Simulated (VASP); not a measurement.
Input of a VASP 6.6.1 run:

INCAR

```
PREC = Accurate ; ENCUT = 520
EDIFF = 1E-6 ; ISMEAR = -1
SIGMA = 0.05 ; LREAL = F
LASPH = T ; NELM = 60
ALGO = Normal ; ISIF = 2
LWAVE = F ; LCHARG = F
NBANDS = 11
```

KPOINTS

```
regular mesh
0
Gamma
  15 15 12
```

File POSCAR:

```
MgB2
1.0
    3.0746829003      0.0000000000      0.0000000000
   -1.5373414502      2.6627535003      0.0000000000
    0.0000000000      0.0000000000      3.5112173033
Mg B
1 2
Direct
    0.0000000000      0.0000000000      0.0000000000
    0.3333333333      0.6666666667      0.5000000000
    0.6666666667      0.3333333333      0.5000000000
```

Potentials or basis: VASP PAW LDA potentials, release 64 (Mg, B).

Command:

```bash
$ cat potpaw_LDA.64/Mg/POTCAR potpaw_LDA.64/B/POTCAR > POTCAR
$ mpirun -np 1 vasp_std > vasp.out
```

Task: Predict the band gap on the k mesh.

Result: Zero (band 4 reaches 7.09 eV, above the bottom of band 5 at 3.27 eV).

Task: Predict the pressure.

Result: -6.8 GPa.

Stress tensor (GPa, compression positive):
```
-7.42  0.00  0.00
 0.00 -7.42  0.00
 0.00  0.00 -5.58
```
